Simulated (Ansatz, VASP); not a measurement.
Two plane-wave programs on RbBr

The input POSCAR:

```
RbBr
1.0
    0.0000000000      3.4608260448      3.4608260448
    3.4608260448      0.0000000000      3.4608260448
    3.4608260448      3.4608260448      0.0000000000
Rb Br
1 1
Direct
    0.0000000000      0.0000000000      0.0000000000
    0.5000000000      0.5000000000      0.5000000000
```

The input INCAR.step1:

```
PREC = Accurate
ENCUT = 520
EDIFF = 1E-5
ISMEAR = 1
SIGMA = 0.5
LREAL = F
LASPH = T
NELM = 100
ALGO = Normal
ISIF = 2
LWAVE = T
LCHARG = F
NBANDS = 15
GGA = PE
```

Contents of INCAR.step2:

```
PREC = Accurate
ENCUT = 520
EDIFF = 1E-6
ISMEAR = 1
SIGMA = 0.5
LREAL = F
LASPH = T
NELM = 100
ALGO = Normal
ISIF = 2
LWAVE = F
LCHARG = F
GGA = PE
LHFCALC = T
HFSCREEN = 0.2079
PRECFOCK = Normal
NBANDS = 15
ISTART = 1
```

KPOINTS

```
regular mesh
0
Gamma
  4 4 4
```

Input for Ansatz:

```yaml
crystal:
  lattice:
    - [0.0, 3.4608260448, 3.4608260448]
    - [3.4608260448, 0.0, 3.4608260448]
    - [3.4608260448, 3.4608260448, 0.0]
  atoms:
    - { symbol: Rb, position: [0.0, 0.0, 0.0] }
    - { symbol: Br, position: [0.5, 0.5, 0.5] }
kpoints:
  mp_grid: { grid: [4, 4, 4] }
hamiltonian:
  xc: hse06
scf:
  occupations: { method: cold, width: 0.5 }
  n_extra_bands: 4
output:
  forces: true
  stress: true
  eigenvalues: true
```

Alike in both runs: task single point; functional HSE06; k mesh 4 × 4 × 4; no spin polarisation.

|  | VASP | Ansatz |
| --- | --- | --- |
| version | VASP 6.6.1 | Ansatz 0.2.0 |
| potentials or method | VASP PAW PBE potentials, release 64 (Rb_sv, Br) | plane waves |
| plane-wave cutoff (eV) | 520 | 420 |
| occupations | methfessel-paxton of order 1, width 0.5 eV | cold, width 0.5 eV |
| valence electrons in the cell | 16 | 16 |

Ansatz gave:

```
gap on the k mesh at the Fermi level (eV) : 5.44
pressure (GPa)                            : 0.3
```

Task: Which values does VASP return?

Result: gap on the k mesh at the Fermi level (eV): 5.43; pressure (GPa): 0.2.

Ansatz's warnings: stress exchange threshold loose, stress scf threshold loose.
